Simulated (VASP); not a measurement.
# AgCl (I4/mmm) in VASP: further runs

AgCl is run at these levels: r2SCAN; tasks: single point.

Program: VASP 6.6.1. These are calculated values, not measurements. Logs are shortened: lines on timing, memory, paths and dates and some standing lists are left out, and cuts for length are marked.

### 1 The cell of the first run

Symmetry: I4/mmm, No. 139, tetragonal system. The conventional cell has a = 3.922 Å, b = 3.922 Å, c = 5.657 Å, α = 90.00°, β = 90.00°, γ = 90.00°. Ag (site symmetry 4/mmm) has 6 Cl at 2.77 to 2.83 Å within 3.7 Å. Cl (site symmetry 4/mmm) has 6 Ag at 2.77 to 2.83 Å within 3.7 Å.

### 2 Single point, r2SCAN (strain +0.0200 x Voigt [0, 1, 0, 0, 0, 0])

File POSCAR:

```
AgCl
1.0
    0.0000000000      2.8286130000      2.7731500000
    2.7731500000      0.0000000000      2.7731500000
    2.7731500000      2.8286130000      0.0000000000
Ag Cl
1 1
Direct
    0.5000000000      0.5000000000      0.5000000000
    0.0000000000      0.0000000000      0.0000000000
```

File INCAR.step1:

```
SYSTEM = AgCl
PREC = Accurate
ENCUT = 520
ISMEAR = 0
SIGMA = 0.05
LREAL = .False.
LASPH = .True.
NELM = 80
NBANDS = 16
GGA = PE
ALGO = Normal
EDIFF = 1E-4
LWAVE = .True.
LCHARG = .False.
```

File INCAR.step2:

```
SYSTEM = AgCl
PREC = Accurate
ENCUT = 520
EDIFF = 1E-7
ISMEAR = 0
SIGMA = 0.05
LREAL = .False.
LASPH = .True.
NELM = 80
ALGO = Normal
ISIF = 2
LWAVE = .False.
LCHARG = .True.
METAGGA = R2SCAN
LMIXTAU = .True.
LELF = .True.
LVHAR = .True.
NBANDS = 16
ISTART = 1
```

File KPOINTS:

```
regular mesh
0
Gamma
  8 8 8
  0 0 0
```

Potentials or basis: VASP PAW PBE potentials, release 64 (Ag, Cl).

The run is started by

```console
$ cat potpaw_PBE.64/Ag/POTCAR potpaw_PBE.64/Cl/POTCAR > POTCAR
$ cp INCAR.step1 INCAR
$ mpirun -np 1 vasp_std > vasp.out
$ cp INCAR.step2 INCAR
$ mpirun -np 1 vasp_std > vasp.out
```

OUTCAR:

```text
SYSTEM = AgCl
   PREC = Accurate
   ENCUT = 520
   EDIFF = 1E-7
   ISMEAR = 0
   LREAL = .False.
   LASPH = .True.
   NELM = 80
   ISIF = 2
   METAGGA = R2SCAN
   ISTART = 1

 ion  position               nearest neighbor table
   1  0.500  0.500  0.500-   2 2.77   2 2.77   2 2.77   2 2.77   2 2.83   2 2.83
   2  0.000  0.000  0.000-   1 2.77   1 2.77   1 2.77   1 2.77   1 2.83   1 2.83

  LATTYP: Found a body centered tetragonal cell.
 ALAT       =     3.9218263405
 C/A-ratio  =     1.4424978336

  Lattice vectors:

 A1 = (   0.0000000000,  -2.8286130000,   2.7731500000)
 A2 = (   0.0000000000,  -2.8286130000,  -2.7731500000)
 A3 = (   2.7731500000,   2.8286130000,   0.0000000000)

Analysis of symmetry for initial positions (statically):
=====================================================================
 Subroutine PRICEL returns:
 Original cell was already a primitive cell.

 Routine SETGRP: Setting up the symmetry group for a
 body centered tetragonal supercell.

 Subroutine GETGRP returns: Found 16 space group operations
 (whereof 16 operations were pure point group operations)
 out of a pool of 16 trial point group operations.

The static configuration has the point symmetry D_4h.

Analysis of symmetry for dynamics (positions and initial velocities):
=====================================================================
 Subroutine PRICEL returns:
 Original cell was already a primitive cell.

 Routine SETGRP: Setting up the symmetry group for a
 body centered tetragonal supercell.

 Subroutine GETGRP returns: Found 16 space group operations
 (whereof 16 operations were pure point group operations)
 out of a pool of 16 trial point group operations.

The dynamic configuration has the point symmetry D_4h.

 Subroutine INISYM returns: Found 16 space group operations
 (whereof 16 operations are pure point group operations),
 and found     1 'primitive' translations

----------------------------------------------------------------------------------------

                                     Primitive cell

  volume of cell :      43.5061

  direct lattice vectors                    reciprocal lattice vectors
     0.000000000  2.828613000  2.773150000    -0.180300380  0.176765079  0.180300380
     2.773150000  0.000000000  2.773150000     0.180300380 -0.176765079  0.180300380
     2.773150000  2.828613000  0.000000000     0.180300380  0.176765079 -0.180300380

  length of vectors
     3.961238749  3.921826340  3.961238749     0.310261740  0.310261740  0.310261740

  position of ions in fractional coordinates (direct lattice)
     0.500000000  0.500000000  0.500000000
     0.000000000  0.000000000  0.000000000

  ion indices of the primitive-cell ions
   primitive index   ion index
                 1           1
                 2           2

----------------------------------------------------------------------------------------

 KPOINTS: regular mesh

Automatic generation of k-mesh.
 Grid dimensions read from file:
 generate k-points for:    8    8    8

 Generating k-lattice:

  Cartesian coordinates                     Fractional coordinates (reciprocal lattice)
    -0.022537548  0.022095635  0.022537548     0.125000000  0.000000000  0.000000000
     0.022537548 -0.022095635  0.022537548     0.000000000  0.125000000  0.000000000
     0.022537548  0.022095635 -0.022537548     0.000000000  0.000000000  0.125000000

  Length of vectors
     0.038782718  0.038782718  0.038782718

  Shift w.r.t. Gamma in fractional coordinates (k-lattice)
     0.000000000  0.000000000  0.000000000

 Subroutine IBZKPT returns following result:
 ===========================================

 Found     59 irreducible k-points:

 Following reciprocal coordinates:
            Coordinates               Weight
  0.000000  0.000000  0.000000      1.000000
  0.125000  0.000000  0.000000      8.000000
  0.250000  0.000000  0.000000      8.000000
  0.375000  0.000000  0.000000      8.000000
  0.500000  0.000000  0.000000      4.000000
  0.125000  0.125000  0.000000      4.000000
[... 16 lines left out ...]
  0.250000  0.000000  0.125000      8.000000
  0.375000  0.000000  0.125000      8.000000
 [... further k-points ...]
   k-points           NKPTS =     59   k-points in BZ     NKDIM =     59   number of bands    NBANDS=     16
   number of dos      NEDOS =    301   number of ions     NIONS =      2
   total plane-waves  NPLWV =  27000
   dimension x,y,z NGX =    30 NGY =   30 NGZ =   30
   dimension x,y,z NGXF=    60 NGYF=   60 NGZF=   60
   ions per type =               1   1
   NGX,Y,Z   is equivalent  to a cutoff of  12.59, 12.72, 12.59 a.u.
   NGXF,Y,Z  is equivalent  to a cutoff of  25.18, 25.43, 25.18 a.u.
 SYSTEM =  AgCl
   PREC   = accura    normal or accurate (medium, high low for compatibility)
   ISTART =      1    job   : 0-new  1-cont  2-samecut
   ICHARG =      0    charge: 1-file 2-atom 10-const
   ISPIN  =      1    spin polarized calculation?
   LNONCOLLINEAR =      F non collinear calculations
   LSORBIT =      F    spin-orbit coupling
   LASPH  =      T    aspherical Exc in radial PAW
   ENCUT  =  520.0 eV  38.22 Ry    6.18 a.u.   7.37  7.29  7.37*2*pi/ulx,y,z
   NELM   =     80;   NELMIN=  2; NELMDL=  0     # of ELM steps
   EDIFF  = 0.1E-06   stopping-criterion for ELM
   LREAL  =      F    real-space projection
   EDIFFG = 0.1E-05   stopping-criterion for IOM
   NSW    =      0    number of steps for IOM
   IBRION =     -1    ionic relax: 0-MD 1-quasi-New 2-CG
   NFREE  =      0    steps in history (QN), initial steepest desc. (CG)
   ISIF   =      2    stress and relaxation
   ISYM   =      2    0-nonsym 1-usesym 2-fastsym
   POTIM  = 0.5000    time-step for ionic-motion
   TEBEG  =    0.0;   TEEND  =   0.0 temperature during run
   PSTRESS=    0.0 pullay stress
   NELECT =      18.0000    total number of electrons
   NUPDOWN=      -1.0000    fix difference up-down
   EMIN   =  10.00;   EMAX   =-10.00  energy-range for DOS
   EFERMI =   0.00;   METHOD = LEGACY
   ISMEAR =     0;   SIGMA  =   0.05  broadening in eV -4-tet -1-fermi 0-gaus
   EFERMI_NEDOS =   21; number of points for ismear=-14 and -15
   IALGO  =     38    algorithm
   IMIX   =      4    mixing-type and parameters
     AMIX     =   0.40;   BMIX     =  1.00
     AMIX_MAG =   1.60;   BMIX_MAG =  1.00
  volume/ion in A,a.u.               =      21.75       146.80
  Fermi-wavevector in a.u.,A,eV,Ry     =   1.219876  2.305231 20.246785  1.488097
  Thomas-Fermi vector in A             =   2.355113
   LORBIT       =      0    0 simple, 1 ext, 2 COOP (PROOUT), +10 PAW based schemes
   METAGGA = R2SCAN    functional components
   LHFCALC =     F    Hartree Fock is set to
   AEXX    =    0.0000 exact exchange contribution
   IVDW    =     0    specifies the selected vdW correction
   LEPSILON=     F    determine dielectric tensor
   LRPA    =     F    only Hartree local field effects (RPA)
 non-spin polarized calculation
 Gauss-broadening in eV      SIGMA  =   0.05
  energy-cutoff  :      520.00
  volume of cell :       43.51
 maximum number of plane-waves:      1195
 NGX is ok and might be reduce to    30
   NGX = 15   NGY = 15   NGZ = 15

 number of electron      17.9999999 magnetization

 Free energy of the ion-electron system (eV)
  ---------------------------------------------------
  ext. energy  EPLUGINS =         0.00000000
  ---------------------------------------------------
  free energy    TOTEN  =       -28.63970191 eV

  energy without entropy =      -28.63970191  energy(sigma->0) =      -28.63970191

 E-fermi :   3.6396     XC(G=0): -10.3982

 val. band max:        3.3499290118   @ k =   0.5000   0.0000   0.0000
 cond. band min:       4.7121704691   @ k =   0.0000   0.0000   0.0000
 fundamental gap:      1.3622414573
 Fermi energy:         3.6396068671

 k-point     1 :       0.0000    0.0000    0.0000
  band No.  band energies     occupation
      1     -12.3947      2.00000
      2       0.9034      2.00000
      3       0.9042      2.00000
      4       0.9042      2.00000
      5       0.9450      2.00000
      6       0.9450      2.00000
[... 8 lines left out ...]
     15      17.0647      0.00000
     16      17.5095      0.00000

 k-point     2 :       0.1250    0.0000    0.0000
  band No.  band energies     occupation
      1     -12.3383      2.00000
      2       0.1547      2.00000
      3       0.1988      2.00000
      4       0.2499      2.00000
      5       0.9738      2.00000
      6       0.9929      2.00000
[... 8 lines left out ...]
     15      16.0384      0.00000
     16      16.6131      0.00000

 k-point     3 :       0.2500    0.0000    0.0000
  band No.  band energies     occupation
      1     -12.1970      2.00000
      2      -0.8436      2.00000
      3      -0.3852      2.00000
      4      -0.3273      2.00000
      5       1.0976      2.00000
      6       1.1049      2.00000
[... 8 lines left out ...]
     15      16.1500      0.00000
     16      16.4574      0.00000

 k-point     4 :       0.3750    0.0000    0.0000
  band No.  band energies     occupation
      1     -12.0475      2.00000
      2      -1.6062      2.00000
      3      -0.7569      2.00000
      4      -0.6929      2.00000
      5       1.2205      2.00000
      6       1.2262      2.00000
[... 8 lines left out ...]
     15      17.0160      0.00000
     16      17.1181      0.00000
[... 324 lines left out ...]
 k-point    22 :       0.1250    0.0000    0.1250
  band No.  band energies     occupation
      1     -12.3258      2.00000
      2      -0.2496      2.00000
      3       0.5247      2.00000
      4       0.5247      2.00000
      5       0.8604      2.00000
      6       1.0039      2.00000
[... 8 lines left out ...]
     15      17.7202      0.00000
     16      18.0197      0.00000

 k-point    23 :       0.2500    0.0000    0.1250
  band No.  band energies     occupation
      1     -12.2206      2.00000
      2      -0.8004      2.00000
      3      -0.0444      2.00000
      4       0.0210      2.00000
      5       0.9382      2.00000
      6       1.1247      2.00000
[... 8 lines left out ...]
     15      17.4093      0.00000
     16      17.8848      0.00000

 k-point    24 :       0.3750    0.0000    0.1250
  band No.  band energies     occupation
      1     -12.0783      2.00000
      2      -1.3321      2.00000
      3      -0.6232      2.00000
      4      -0.4885      2.00000
      5       1.0860      2.00000
      6       1.2432      2.00000
[... 8 lines left out ...]
     15      17.7119      0.00000
     16      17.7394      0.00000

 [... further k-points ...]

------------------------ aborting loop because EDIFF is reached ----------------------------------------

  FORCE on cell =-STRESS in cart. coord.  units (eV):
  Direction    XX          YY          ZZ          XY          YZ          ZX
  --------------------------------------------------------------------------------------
  -------------------------------------------------------------------------------------
  Total       -0.2381390     -0.3600982     -0.2381390      0.0000000      0.0000000      0.0000000
  in kB       -8.7698224    -13.2611529     -8.7698224      0.0000000      0.0000000      0.0000000
  external PRESSURE =     -10.2669325 kB  Pullay stress =       0.0000000 kB

 VOLUME and BASIS-vectors are now :
 -----------------------------------------------------------------------------
  energy-cutoff  :      520.00
  volume of cell :       43.51
      direct lattice vectors                 reciprocal lattice vectors
     0.000000000  2.828613000  2.773150000    -0.180300380  0.176765079  0.180300380
     2.773150000  0.000000000  2.773150000     0.180300380 -0.176765079  0.180300380
     2.773150000  2.828613000  0.000000000     0.180300380  0.176765079 -0.180300380

 POSITION                                       TOTAL-FORCE (eV/Angst)
 -----------------------------------------------------------------------------------
      2.77315      2.82861      2.77315        -0.000000      0.000000     -0.000000
      0.00000      0.00000      0.00000         0.000000      0.000000      0.000000
 -----------------------------------------------------------------------------------
    total drift:                                0.000000      0.000000      0.000000

  FREE ENERGIE OF THE ION-ELECTRON SYSTEM (eV)
  ---------------------------------------------------
  free  energy   TOTEN  =       -28.6397019134 eV

  energy  without entropy=      -28.6397019134  energy(sigma->0) =      -28.63970191
```

Wall time 6 min (1 thread of Intel Xeon 8259CL, shared host); peak memory 0.2 GiB.

What came out:

```
Free energy            : -28.6397 eV
Pressure               : -1.0 GPa
Band gap on the k mesh : 1.36 eV (least direct gap 3.63 eV)
```

Levels at points of the mesh, in eV from the valence-band top:
| k point | band 7 | band 8 | band 9 | band 10 | band 11 | band 12 |
| --- | --- | --- | --- | --- | --- | --- |
| (0.00, 0.00, 0.00) | -2.39 | -2.37 | -2.37 | 1.36 | 11.25 | 11.30 |
| (0.50, 0.00, 0.00) | -1.76 | -0.13 | 0.00 | 4.69 | 6.99 | 8.15 |
| (0.50, 0.50, 0.00) | -1.97 | -1.96 | -1.86 | 2.89 | 8.27 | 9.17 |
| (0.50, 0.00, 0.50) | -1.97 | -1.97 | -1.87 | 2.91 | 8.39 | 8.97 |

Caveat: the cell differs from its parent crystal (strain +0.0200 x Voigt [0, 1, 0, 0, 0, 0]); the PAW data sets were made with another functional, which shifts forces and pressure a little. A k mesh can miss the band edges.

(Continued in part 2 of 2.)
